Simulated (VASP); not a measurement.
The system is SiC2.

```
Si C
1.0
     2.66343    0.00000    0.00000
    -1.33172    2.30660    0.00000
     0.00000    0.00000   13.29031
Si C
2 4
Cartesian
  0.0000 1.5377 9.9677
  1.3317 0.7689 3.3226
  0.0000 1.5377 1.1075
  0.0000 1.5377 5.5376
  1.3317 0.7689 7.7527
  1.3317 0.7689 12.1828
```

- Program: VASP 6.6.1
- Task: relaxation of cell and atoms
- Functional: PBE
- Potentials or basis: VASP PAW PBE potentials, release 64 (Si, C)
- Cutoff: 600 eV
- k mesh: 6 × 6 × 2
- Occupations: gaussian, width 0.1 eV
- Spin: no spin polarisation

At the start: pressure -21.0 GPa; volume 13.61 Å³/atom.

How do energy, volume and symmetry change on relaxing?

Over 52 steps the energy falls by 3271.0 meV/atom and the volume is 8.44 Å³/atom (-38.0 %); space group P6_3/mmc (No. 194, to 0.05 Å).

Step by step:
| step | energy change (eV) | largest force (eV/Å) | pressure (GPa) | volume (Å³) |
| --- | --- | --- | --- | --- |
| 1 | 0.0000 | 0.2520 | -20.98 | 81.65 |
| 3 | -3.2174 | 1.1359 | 0.84 | 54.86 |
| 5 | -5.2207 | 3.1580 | 27.74 | 45.34 |
| 7 | -3.6411 | 1.6049 | 77.04 | 44.23 |
| 9 | -2.1461 | 6.7358 | 192.50 | 34.08 |
| 11 | -3.5262 | 6.0524 | 142.70 | 37.68 |
| 13 | -4.2035 | 6.6631 | 138.22 | 37.05 |
| 15 | -4.9880 | 5.1845 | 135.90 | 36.38 |
| 17 | -7.9575 | 3.8516 | 71.65 | 40.19 |
| 19 | -9.9392 | 1.5934 | -27.00 | 58.05 |
| 21 | -10.4376 | 1.9746 | -8.64 | 51.09 |
| 23 | -10.9665 | 2.2410 | -9.28 | 50.34 |
| 25 | -13.7007 | 2.8839 | 3.12 | 46.76 |
| 27 | -15.0100 | 0.8830 | 63.44 | 42.53 |
| 29 | -15.5968 | 1.8520 | 69.11 | 43.17 |
| 31 | -17.0735 | 0.6656 | 62.24 | 45.68 |
| 33 | -17.3893 | 0.9091 | 67.09 | 45.28 |
| 35 | -18.0771 | 1.8064 | 32.21 | 48.53 |
| 37 | -19.3464 | 0.2108 | 5.46 | 51.84 |
| 39 | -19.3771 | 0.5004 | -0.54 | 52.73 |
| 41 | -19.3883 | 0.4236 | -0.45 | 52.63 |
| 43 | -19.4905 | 0.1941 | -4.84 | 52.45 |
| 45 | -19.5257 | 0.3661 | -6.82 | 52.33 |
| 47 | -19.5689 | 0.4941 | -5.68 | 51.83 |
| 49 | -19.5865 | 0.7361 | -4.51 | 51.39 |
| 51 | -19.6246 | 0.1080 | -0.95 | 50.76 |
| 52 | -19.6259 | 0.0294 | -0.14 | 50.61 |

Final structure:
```cif
data_structure
_symmetry_space_group_name_H-M 'P 1'
_symmetry_Int_Tables_number 1
_cell_length_a 2.5587
_cell_length_b 2.5587
_cell_length_c 8.9269
_cell_angle_alpha 90.000
_cell_angle_beta 90.000
_cell_angle_gamma 120.000
_cell_volume 50.61
loop_
_atom_site_label
_atom_site_type_symbol
_atom_site_fract_x
_atom_site_fract_y
_atom_site_fract_z
_atom_site_occupancy
Si1 Si 0.33333 0.66667 0.75000 1
Si2 Si 0.66667 0.33333 0.25000 1
C1 C 0.33333 0.66667 0.97622 1
C2 C 0.33333 0.66667 0.52378 1
C3 C 0.66667 0.33333 0.47622 1
C4 C 0.66667 0.33333 0.02378 1
```

Caveat: the k points lie up to 0.47 Å⁻¹ apart in the final cell; the volume moved by over 15 % at a fixed basis, so the end points are rough.
